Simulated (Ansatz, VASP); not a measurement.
## C in VASP and in Ansatz

```
CELL_PARAMETERS angstrom
1.19840 0.69190 3.20148
-1.19840 0.69190 3.20148
0.00000 -1.38380 3.20148
ATOMIC_POSITIONS crystal
C 0.16658 0.16658 0.16658
C 0.83342 0.83342 0.83342
```

Change from the starting cell: mode 5 frozen in at +0.000 Å, equal normal strain along x, y and z -0.0250.

Alike in both runs: task single point; functional PBEsol; dispersion D3(BJ); k mesh 15 × 15 × 15; occupations gaussian, width 0.05 eV; no spin polarisation.

|  | VASP | Ansatz |
| --- | --- | --- |
| version | VASP 6.6.1 | Ansatz 0.2.0 |
| potentials or method | VASP PAW PBE potentials, release 64 (C), cutoff 520 eV | scalar-relativistic, plane waves, PAW |
| valence electrons in the cell | 8 | 8 |

|  | VASP | Ansatz | Ansatz less VASP |
| --- | --- | --- | --- |
| gap on the k mesh at the Fermi level (eV) | 0.84 | 0.84 | -0.001 |
| least direct gap on the mesh (eV) | 0.84 | 0.84 | -0.001 |
| pressure (GPa) | 27.3 | 26.6 | -0.76 |
| traceless stress, the component that is largest in VASP (GPa) | -26.39 | -25.52 | +0.869 |

VASP's potentials were made for PBE, not for PBEsol.
